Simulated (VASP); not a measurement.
# W8C8O: single point with PBE

The system is W8C8O, a slab with vacuum.

```xyz
17
Lattice="5.7832 0.0000 0.0000 -2.8916 5.0084 0.0000 0.0000 0.0000 15.2447" Properties=species:S:1:pos:R:3 pbc="T T T"
W     0.0000    0.0000    1.0000
W     0.0895    0.0142    3.8667
W    -1.4458    2.5042    1.0000
W    -1.4510    2.6175    3.8316
W     2.8916    0.0000    1.0000
W     3.0343   -0.1516    3.7720
W     1.4458    2.5042    1.0000
W     1.4550    2.4983    3.8672
C     1.4996    0.8264    2.1965
C     1.6172    0.7802    4.8973
C    -0.0573    3.3546    2.3092
C    -0.0149    3.3104    5.0413
C     4.4896    0.9209    2.6199
C     4.0146    0.1049    5.7977
C     2.9272    3.3435    2.2969
C     2.8552    3.3703    5.0402
O    -1.5212    0.3353    6.9168
```

```
Program             : VASP 6.6.1
Task                : single point
Functional          : PBE
Potentials or basis : VASP PAW PBE potentials, release 64 (W_sv, C, O)
Cutoff              : 520 eV
k mesh              : 2 × 2 × 1
Occupations         : fermi-dirac, width 0.05 eV
Spin                : no spin polarisation
```

The largest force is 5.174 eV/Å and the band gap on the k mesh is zero (band 75 reaches 1.52 eV, above the bottom of band 76 at 0.83 eV).

Forces on the atoms (eV/Å):
```
W   -0.231  0.312  0.122
W    1.124 -0.723 -0.163
W    0.052 -0.418  0.098
W    0.208 -1.007  0.966
W    0.950 -0.110 -1.228
W   -2.148  4.151  2.218
W    0.225  0.355 -0.595
W    1.282 -1.326  0.889
C   -0.425 -0.530  2.048
C   -0.515  0.188  0.262
C    0.460 -0.096 -0.239
C    0.336 -1.216  0.028
C   -1.060 -0.690 -3.245
C   -0.112  0.618 -0.073
C   -0.188  0.709  0.515
C    0.427  0.207 -0.800
O   -0.384 -0.423 -0.803
```

Levels at points of the mesh, in eV from the Fermi level:
| k point | band 73 | band 74 | band 75 | band 76 | band 77 | band 78 | band 79 | band 80 |
| --- | --- | --- | --- | --- | --- | --- | --- | --- |
| (0.00, 0.00, 0.00) | 0.09 | 0.11 | 0.25 | 0.58 | 0.72 | 1.02 | 1.20 | 1.29 |
| (0.50, 0.00, 0.00) | -1.14 | -0.76 | -0.57 | -0.44 | 0.84 | 1.03 | 1.14 | 1.24 |
| (0.00, 0.50, 0.00) | -0.84 | -0.80 | -0.48 | -0.38 | 0.32 | 0.85 | 0.96 | 1.12 |
| (0.50, 0.50, 0.00) | -1.07 | -0.91 | -0.44 | -0.27 | 0.59 | 0.76 | 0.97 | 1.07 |

It took 4.4 min on 1 thread of Intel(R) Xeon(R) 6975P-C (Granite Rapids), with other jobs on the host, peak memory 0.62 GiB.

Caveat: the k points lie up to 0.63 Å⁻¹ apart; spin-orbit coupling is left out, which moves the levels of the heavy elements.
